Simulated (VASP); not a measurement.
# Mg (P6_3/mmc) in VASP: notebook

Runs on Mg. Level: PBEsol. Tasks: single point, relaxation of volume and atoms at fixed shape.

All numbers are computed with VASP 6.6.1; they aren't measurements. Logs are shortened: lines on timing, memory, paths and dates and some standing lists are left out, and cuts for length are marked.

## Step 1: The cell of the first run

Symmetry: P6_3/mmc, No. 194, hexagonal system. Conventional cell: a = 3.173 Å, b = 3.173 Å, c = 5.152 Å, α = 90.00°, β = 90.00°, γ = 120.00°. Within 4.2 Å of Mg (site symmetry -6m2) lie 12 Mg at 3.16 to 3.17 Å.

## Step 2: Single point, PBEsol

Contents of INCAR:

```
PREC = Accurate
ENCUT = 520
EDIFF = 1E-6
ISMEAR = 1
SIGMA = 0.1
LREAL = F
LASPH = T
NELM = 60
ALGO = Normal
ISIF = 2
LWAVE = F
LCHARG = T
GGA = PS
LELF = T
LVHAR = T
NBANDS = 9
```

Contents of KPOINTS:

```
Automatic mesh
0
Gamma
  9 9 5
```

Contents of POSCAR:

```
Mg
1.0
    3.1732777194      0.0000000000      0.0000000000
   -1.5866388597      2.7481391183      0.0000000000
    0.0000000000      0.0000000000      5.1518181155
Mg
2
Direct
    0.3333333333      0.6666666667      0.2500000000
    0.6666666667      0.3333333333      0.7500000000
```

Potentials or basis: VASP PAW PBE potentials, release 64 (Mg).

On the command line:

```console
$ cat potpaw_PBE.64/Mg/POTCAR > POTCAR
$ mpirun -np 1 vasp_std > vasp.out
```

OUTCAR:

```text
PREC = Accurate
   ENCUT = 520
   EDIFF = 1E-6
   ISMEAR = 1
   LREAL = F
   LASPH = T
   NELM = 60
   ISIF = 2
   GGA = PS

 ion  position               nearest neighbor table
   1  0.333  0.667  0.250-   2 3.16   2 3.16   2 3.16   2 3.16   2 3.16   2 3.16
   2  0.667  0.333  0.750-   1 3.16   1 3.16   1 3.16   1 3.16   1 3.16   1 3.16

  LATTYP: Found a hexagonal cell.
 ALAT       =     3.1732777194
 C/A-ratio  =     1.6235005477

  Lattice vectors:

 A1 = (   3.1732777194,   0.0000000000,   0.0000000000)
 A2 = (  -1.5866388597,   2.7481391183,   0.0000000000)
 A3 = (   0.0000000000,   0.0000000000,   5.1518181155)

Analysis of symmetry for initial positions (statically):
=====================================================================
 Subroutine PRICEL returns:
 Original cell was already a primitive cell.

 Routine SETGRP: Setting up the symmetry group for a
 hexagonal supercell.

 Subroutine GETGRP returns: Found 24 space group operations
 (whereof 12 operations were pure point group operations)
 out of a pool of 24 trial point group operations.

The static configuration has the point symmetry D_3d.
 The point group associated with its full space group is D_6h.

Analysis of symmetry for dynamics (positions and initial velocities):
=====================================================================
 Subroutine PRICEL returns:
 Original cell was already a primitive cell.

 Routine SETGRP: Setting up the symmetry group for a
 hexagonal supercell.

 Subroutine GETGRP returns: Found 24 space group operations
 (whereof 12 operations were pure point group operations)
 out of a pool of 24 trial point group operations.

The dynamic configuration has the point symmetry D_3d.
 The point group associated with its full space group is D_6h.

 Subroutine INISYM returns: Found 24 space group operations
 (whereof 12 operations are pure point group operations),
 and found     1 'primitive' translations

----------------------------------------------------------------------------------------

                                     Primitive cell

  volume of cell :      44.9270

  direct lattice vectors                    reciprocal lattice vectors
     3.173277719  0.000000000  0.000000000     0.315131573  0.181941299  0.000000000
    -1.586638860  2.748139118  0.000000000     0.000000000  0.363882597  0.000000000
     0.000000000  0.000000000  5.151818116     0.000000000  0.000000000  0.194106232

  length of vectors
     3.173277719  3.173277719  5.151818116     0.363882597  0.363882597  0.194106232

  position of ions in fractional coordinates (direct lattice)
     0.333333333  0.666666667  0.250000000
     0.666666667  0.333333333  0.750000000

  ion indices of the primitive-cell ions
   primitive index   ion index
                 1           1
                 2           2

----------------------------------------------------------------------------------------

 KPOINTS: Automatic mesh

Automatic generation of k-mesh.
 Grid dimensions read from file:
 generate k-points for:    9    9    5

 Generating k-lattice:

  Cartesian coordinates                     Fractional coordinates (reciprocal lattice)
     0.035014619  0.020215700  0.000000000     0.111111111  0.000000000  0.000000000
     0.000000000  0.040431400  0.000000000     0.000000000  0.111111111  0.000000000
     0.000000000  0.000000000  0.038821246     0.000000000  0.000000000  0.200000000

  Length of vectors
     0.040431400  0.040431400  0.038821246

  Shift w.r.t. Gamma in fractional coordinates (k-lattice)
     0.000000000  0.000000000  0.000000000

 Subroutine IBZKPT returns following result:
 ===========================================

 Found     36 irreducible k-points:

 Following reciprocal coordinates:
            Coordinates               Weight
  0.000000  0.000000  0.000000      1.000000
  0.111111 -0.000000  0.000000      6.000000
  0.222222 -0.000000  0.000000      6.000000
  0.333333 -0.000000  0.000000      6.000000
  0.444444 -0.000000  0.000000      6.000000
  0.111111  0.111111  0.000000      6.000000
[... 16 lines left out ...]
  0.333333  0.222222  0.200000     24.000000
  0.333333  0.333333  0.200000      4.000000
 [... further k-points ...]
   k-points           NKPTS =     36   k-points in BZ     NKDIM =     36   number of bands    NBANDS=      9
   number of dos      NEDOS =    301   number of ions     NIONS =      2
   total plane-waves  NPLWV =  23040
   dimension x,y,z NGX =    24 NGY =   24 NGZ =   40
   dimension x,y,z NGXF=    48 NGYF=   48 NGZF=   80
   ions per type =               2
   NGX,Y,Z   is equivalent  to a cutoff of  12.57, 12.57, 12.91 a.u.
   NGXF,Y,Z  is equivalent  to a cutoff of  25.15, 25.15, 25.82 a.u.
 SYSTEM =  unknown system
   PREC   = accura    normal or accurate (medium, high low for compatibility)
   ISTART =      0    job   : 0-new  1-cont  2-samecut
   ICHARG =      2    charge: 1-file 2-atom 10-const
   ISPIN  =      1    spin polarized calculation?
   LNONCOLLINEAR =      F non collinear calculations
   LSORBIT =      F    spin-orbit coupling
   LASPH  =      T    aspherical Exc in radial PAW
   ENCUT  =  520.0 eV  38.22 Ry    6.18 a.u.   5.90  5.90  9.58*2*pi/ulx,y,z
   NELM   =     60;   NELMIN=  2; NELMDL= -5     # of ELM steps
   EDIFF  = 0.1E-05   stopping-criterion for ELM
   LREAL  =      F    real-space projection
   EDIFFG = 0.1E-04   stopping-criterion for IOM
   NSW    =      0    number of steps for IOM
   IBRION =     -1    ionic relax: 0-MD 1-quasi-New 2-CG
   NFREE  =      0    steps in history (QN), initial steepest desc. (CG)
   ISIF   =      2    stress and relaxation
   ISYM   =      2    0-nonsym 1-usesym 2-fastsym
   POTIM  = 0.5000    time-step for ionic-motion
   TEBEG  =    0.0;   TEEND  =   0.0 temperature during run
   PSTRESS=    0.0 pullay stress
   NELECT =       4.0000    total number of electrons
   NUPDOWN=      -1.0000    fix difference up-down
   EMIN   =  10.00;   EMAX   =-10.00  energy-range for DOS
   EFERMI =   0.00;   METHOD = LEGACY
   ISMEAR =     1;   SIGMA  =   0.10  broadening in eV -4-tet -1-fermi 0-gaus
   EFERMI_NEDOS =   21; number of points for ismear=-14 and -15
   IALGO  =     38    algorithm
   IMIX   =      4    mixing-type and parameters
     AMIX     =   0.40;   BMIX     =  1.00
     AMIX_MAG =   1.60;   BMIX_MAG =  1.00
  volume/ion in A,a.u.               =      22.46       151.59
  Fermi-wavevector in a.u.,A,eV,Ry     =   0.731014  1.381416  7.270702  0.534382
  Thomas-Fermi vector in A             =   1.823126
   LORBIT       =      0    0 simple, 1 ext, 2 COOP (PROOUT), +10 PAW based schemes
   GGA     = PS    functional components
   LHFCALC =     F    Hartree Fock is set to
   AEXX    =    0.0000 exact exchange contribution
   IVDW    =     0    specifies the selected vdW correction
   LEPSILON=     F    determine dielectric tensor
   LRPA    =     F    only Hartree local field effects (RPA)
 non-spin polarized calculation
 Methfessel and Paxton  Order N= 1 SIGMA  =   0.10
  energy-cutoff  :      520.00
  volume of cell :       44.93
 maximum number of plane-waves:      1224
 NGX is ok and might be reduce to    24
   NGX = 11   NGY = 11   NGZ = 19

 number of electron       4.0000000 magnetization

 Free energy of the ion-electron system (eV)
  ---------------------------------------------------
  ext. energy  EPLUGINS =         0.00000000
  ---------------------------------------------------
  free energy    TOTEN  =        -3.44206509 eV

  energy without entropy =       -3.44271518  energy(sigma->0) =       -3.44228178

 E-fermi :   2.6630     XC(G=0):  -8.6021

 val. band max:        2.6503633003   @ k =   0.4444  -0.0000   0.4000
 cond. band min:       2.7573114360   @ k =   0.4444   0.1111   0.4000
 fundamental gap:      0.1069481357
 Fermi energy:         2.6630130212

 k-point     1 :       0.0000    0.0000    0.0000
  band No.  band energies     occupation
      1      -4.3176      2.00000
      2       0.9850      2.00000
      3       1.4679      2.00000
      4      13.7568      0.00000
      5      13.7568      0.00000
      6      13.9190      0.00000
      7      13.9190      0.00000
      8      14.6497      0.00000
      9      16.3441      0.00000

 k-point     2 :       0.1111   -0.0000    0.0000
  band No.  band energies     occupation
      1      -4.0712      2.00000
      2       1.2097      2.00000
      3       1.7064      2.00000
      4      10.6126      0.00000
      5      12.1978      0.00000
      6      12.9756      0.00000
      7      15.3640      0.00000
      8      15.5069      0.00000
      9      15.7600      0.00000

 k-point     3 :       0.2222   -0.0000    0.0000
  band No.  band energies     occupation
      1      -3.3359      2.00000
      2       1.8845      2.00000
      3       2.4014      2.00135
      4       7.3249      0.00000
      5      10.9668      0.00000
      6      11.2548      0.00000
      7      12.0765      0.00000
      8      13.5971      0.00000
      9      15.4966      0.00000

 k-point     4 :       0.3333   -0.0000    0.0000
  band No.  band energies     occupation
      1      -2.1234      2.00000
      2       3.0110     -0.00001
      3       3.2937     -0.00000
      4       4.6493     -0.00000
      5       9.1431      0.00000
      6       9.3149      0.00000
      7      10.1479      0.00000
      8      11.9731      0.00000
      9      14.5650      0.00000
[... 205 lines left out ...]
 k-point    22 :       0.2222    0.2222    0.2000
  band No.  band energies     occupation
      1      -1.1837      2.00000
      2       2.0193      2.00000
      3       5.0170      0.00000
      4       5.0209      0.00000
      5       6.6278      0.00000
      6       8.4183      0.00000
      7       8.5979      0.00000
      8      12.5334      0.00000
      9      12.8602      0.00000

 k-point    23 :       0.3333    0.2222    0.2000
  band No.  band energies     occupation
      1       0.4653      2.00000
      2       2.4697      2.01972
      3       3.6794     -0.00000
      4       4.6733      0.00000
      5       5.9104      0.00000
      6       7.6376      0.00000
      7       8.5843      0.00000
      8      10.3480      0.00000
      9      12.3160      0.00000

 k-point    24 :       0.3333    0.3333    0.2000
  band No.  band energies     occupation
      1       2.2618      2.00000
      2       2.3044      2.00000
      3       2.3044      2.00000
      4       5.4073      0.00000
      5       5.7713      0.00000
      6       5.7713      0.00000
      7       9.6622      0.00000
      8      10.3369      0.00000
      9      10.3369      0.00000

 [... further k-points ...]
[... 5 lines left out ...]
  --------------------------------------------------------------------------------------
  -------------------------------------------------------------------------------------
  Total       -0.0506103     -0.0506103      0.0800248      0.0000000      0.0000000      0.0000000
  in kB       -1.8048534     -1.8048534      2.8538289      0.0000000      0.0000000      0.0000000
  external PRESSURE =      -0.2519593 kB  Pullay stress =       0.0000000 kB

 VOLUME and BASIS-vectors are now :
 -----------------------------------------------------------------------------
  energy-cutoff  :      520.00
  volume of cell :       44.93
      direct lattice vectors                 reciprocal lattice vectors
     3.173277719  0.000000000  0.000000000     0.315131573  0.181941299  0.000000000
    -1.586638860  2.748139118  0.000000000     0.000000000  0.363882597  0.000000000
     0.000000000  0.000000000  5.151818116     0.000000000  0.000000000  0.194106232

 POSITION                                       TOTAL-FORCE (eV/Angst)
 -----------------------------------------------------------------------------------
     -0.00000      1.83209      1.28795         0.000000     -0.000000      0.000000
      1.58664      0.91605      3.86386        -0.000000      0.000000      0.000000
 -----------------------------------------------------------------------------------
    total drift:                                0.000000     -0.000000      0.000000

  FREE ENERGIE OF THE ION-ELECTRON SYSTEM (eV)
  ---------------------------------------------------
  free  energy   TOTEN  =        -3.4420650881 eV

  energy  without entropy=       -3.4427151776  energy(sigma->0) =       -3.44228178
```

It took 10 s on 1 thread of Intel Xeon 8259CL, shared host; peak memory 0.16 GiB.

What came out:

| Property | Result |
| --- | --- |
| Free energy | -3.4421 eV |
| Pressure | 0.0 GPa |
| Band gap on the k mesh | zero (bands 2 and 3 overlap by 2.22 eV) |

Stress tensor (GPa, compression positive):
```
-0.18  0.00  0.00
 0.00 -0.18  0.00
 0.00  0.00  0.29
```

Caveat: the PAW data sets were made with another functional, which shifts forces and pressure a little.

## Step 3: Relaxation of volume and atoms at fixed shape, PBEsol

This run uses another cell than the first one, of 23.24 Å³/atom.

Contents of INCAR:

```
SYSTEM = Mg
PREC = Accurate
ENCUT = 600
EDIFF = 1E-6
ISMEAR = 1
SIGMA = 0.1
LREAL = .FALSE.
LASPH = .TRUE.
NELM = 100
ALGO = Normal
ISIF = 8
LWAVE = .FALSE.
LCHARG = .FALSE.
GGA = PS
IBRION = 2
NSW = 80
EDIFFG = -0.03
```

Contents of KPOINTS:

```
Automatic mesh
0
G
  9 9 5
  0 0 0
```

Contents of POSCAR:

```
Mg
1.0
    3.2093000000      0.0000000000      0.0000000000
   -1.6046500000      2.7793350000      0.0000000000
    0.0000000000      0.0000000000      5.2103000000
Mg
2
Direct
    0.3333333333      0.6666666667      0.2500000000
    0.6666666667      0.3333333333      0.7500000000
```

Potentials or basis: VASP PAW PBE potentials, release 64 (Mg).

On the command line:

```console
$ cat potpaw_PBE.64/Mg/POTCAR > POTCAR
$ mpirun -np 1 vasp_std > vasp.out
```

Run time: 26 s. Hardware: 1 thread of Intel Xeon 8259CL, shared host; peak memory 0.19 GiB.

It converged, with:

| Property | Result |
| --- | --- |
| Free energy | -3.4423 eV |
| Relaxed volume | 22.45 Å³/atom |
| Relaxed cell | a = 3.173 Å, b = 3.173 Å, c = 5.151 Å, α = 90.00°, β = 90.00°, γ = 120.00° |
| Space group after relaxing (to 0.1 Å) | P6_3/mmc (No. 194) |
| Energy gained by relaxing | 3.1 meV/atom |
| Ionic steps | 3 |
| Pressure after relaxing | 0.0 GPa |
| Band gap on the k mesh | zero (bands 2 and 3 overlap by 2.22 eV) |

Stress tensor (GPa, compression positive):
```
-0.16  0.00  0.00
 0.00 -0.16  0.00
 0.00  0.00  0.31
```

The path:
```csv
step,energy change (eV),largest force (eV/Å),pressure (GPa),volume (Å³)
1,0.0000,0.0000,-1.24,46.47
2,-0.0059,0.0000,-0.32,45.28
3,-0.0063,0.0000,0.00,44.90
```

Final structure:
```yaml
crystal:
  lattice:
    - [3.17266, 0.00000, 0.00000]
    - [-1.58633, 2.74760, 0.00000]
    - [0.00000, 0.00000, 5.15082]
  atoms:
    - { symbol: Mg, position: [0.33333, 0.66667, 0.25000] }
    - { symbol: Mg, position: [0.66667, 0.33333, 0.75000] }
```

Levels at points of the mesh, in eV from the Fermi level:
| k point | band 1 | band 2 | band 3 | band 4 | band 5 | band 6 |
| --- | --- | --- | --- | --- | --- | --- |
| (0.00, 0.00, 0.00) | -6.98 | -1.68 | -1.20 | 11.10 | 11.10 | 11.26 |

Caveat: the PAW data sets were made with another functional, which shifts forces and pressure a little.

The gap in the log of VASP goes by the Fermi energy; the results here count the filled bands.